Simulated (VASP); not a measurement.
Runs of VASP 6.6.1 on MoS. The cell holds a slab with vacuum, 4 atoms: a = 3.184 Å, b = 3.184 Å, c = 32.335 Å, α = 90.00°, β = 90.00°, γ = 120.00°. 

```csv
task,level,potentials or basis,cell,dipole correction,k mesh for the DOS,occupations for the DOS,gap on the mesh (eV),largest force (eV/Å)
single point,PBE,"VASP PAW PBE potentials, release 64 (Mo_sv, S)",as given,no,-,-,none,0.86
single point,LDA,"VASP PAW LDA potentials, release 64 (Mo_sv, S)",as given,no,-,-,none,(a)
relaxation of the atoms,PBE,"VASP PAW PBE potentials, release 64 (Mo_sv, S)",atoms relaxed,no,-,-,none,0.01
single point,PBE,"VASP PAW PBE potentials, release 64 (Mo_sv, S)",as given,yes,-,-,none,0.86
single point,PBEsol,"VASP PAW PBE potentials, release 64 (Mo_sv, S)",as given,no,-,-,none,1.21
```

Alike in all rows: no spin polarisation; k mesh 10 × 10 × 1; cutoff (eV) 520; smearing fermi-dirac 0.05 eV.

Task: Fill in the values left out.

Result: (a) 1.45.

Caveats: the PAW data sets were made with another functional, which shifts forces and pressure a little (some runs).

A k mesh can miss the band edges, and the runs leave out spin-orbit coupling on Mo.

A gap of «none» marks levels without a gap at the run's occupations.
